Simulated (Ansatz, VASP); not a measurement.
One calculation of Tl, two programs

```
Tl
1.0
    -1.92849    1.92849    1.92849
     1.92849   -1.92849    1.92849
     1.92849    1.92849   -1.92849
Tl
1
Direct
  0.00000 0.00000 0.00000
```

Alike in both runs: task relaxation of cell and atoms; functional PBEsol; k mesh 16 × 16 × 16; occupations gaussian, width 0.1 eV; no spin polarisation.

```csv
,VASP,Ansatz
version,VASP 6.6.1,Ansatz 0.2.0
potentials or method,"VASP PAW PBE potentials, release 64 (Tl_d), cutoff 600 eV","scalar-relativistic, plane waves, PAW"
valence electrons in the cell,13,13
```

VASP gave:

- gap on the k mesh at the Fermi level, each at its own relaxed structure (eV): none
- relaxed volume (Å³/atom): 28.57
- relaxed cell length with the largest relative difference (Å): 3.335

Estimate Ansatz's values.

gap on the k mesh at the Fermi level, each at its own relaxed structure (eV): none; relaxed volume (Å³/atom): 28.58; relaxed cell length with the largest relative difference (Å): 3.336.

VASP's potentials were made for PBE, not for PBEsol. A gap of «none» marks a metal or a gap that the smearing closes.

Spin-orbit coupling is off throughout.
